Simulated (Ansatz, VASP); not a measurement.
One calculation of H4CO, two programs

```xyz
36
Lattice="7.3803 0.0000 0.0000 0.0000 7.3803 0.0000 0.0000 0.0000 7.3803" Properties=species:S:1:pos:R:3 pbc="T T T"
C     1.0370    4.5228    3.2147
C     5.4547    3.7704    5.2933
C     5.5539    2.1378    1.5204
C     1.5120    1.6294    4.9042
C     3.8512    6.2856    1.5145
C     0.1214    6.6157    7.1346
O     0.7064    5.7544    3.8666
O     4.7172    2.5685    5.0532
O     4.5094    2.6262    2.3657
O     2.0515    2.6135    5.7679
O     4.7431    5.2707    1.9871
O    -0.4765    5.4588    7.7535
H     0.2784    3.7923    3.5171
H     1.4035    6.3995    3.6539
H     1.0017    4.6312    2.1192
H     2.0191    4.1479    3.5408
H     4.9774    4.3243    6.1183
H     4.6589    2.4755    4.0586
H     6.5050    3.5346    5.5645
H     5.4670    4.4150    4.4007
H     5.8251    1.1264    1.8506
H     4.4401    3.6066    2.1852
H     5.2163    2.0861    0.4696
H     6.4548    2.7712    1.5824
H     0.4212    1.6013    5.0439
H     3.0258    2.6483    5.5790
H     1.7096    1.8528    3.8397
H     1.9145    0.6229    5.1279
H     2.8186    5.9564    1.6697
H     5.6006    5.3868    1.4968
H     4.0153    7.2333    2.0580
H     3.9900    6.4621    0.4355
H     1.0032    6.9149    7.7210
H    -0.5453    4.7668    7.0764
H     0.4235    6.3852    6.1069
H    -0.6010    7.4476    7.1170
```

Alike in both runs: functional PBE; dispersion D3(BJ); k mesh 1 × 1 × 1; occupations fermi-dirac, width 0.05 eV; no spin polarisation.

Ansatz relaxed the structure, and its values are those at the end. VASP's run is a single point on that final structure, the one shown.

|  | VASP | Ansatz |
| --- | --- | --- |
| version | VASP 6.6.1 | Ansatz 0.2.0 |
| potentials or method | VASP PAW PBE potentials, release 64 (C_h, O_h, H_h), cutoff 1000 eV | scalar-relativistic, plane waves, PAW |
| valence electrons in the cell | 84 | 84 |

VASP gave:

| Property | Result |
| --- | --- |
| rms of the force components (eV/Å) | 0.043 |

Problem. Estimate Ansatz's values.

Solution. rms of the force components (eV/Å): 0.045.
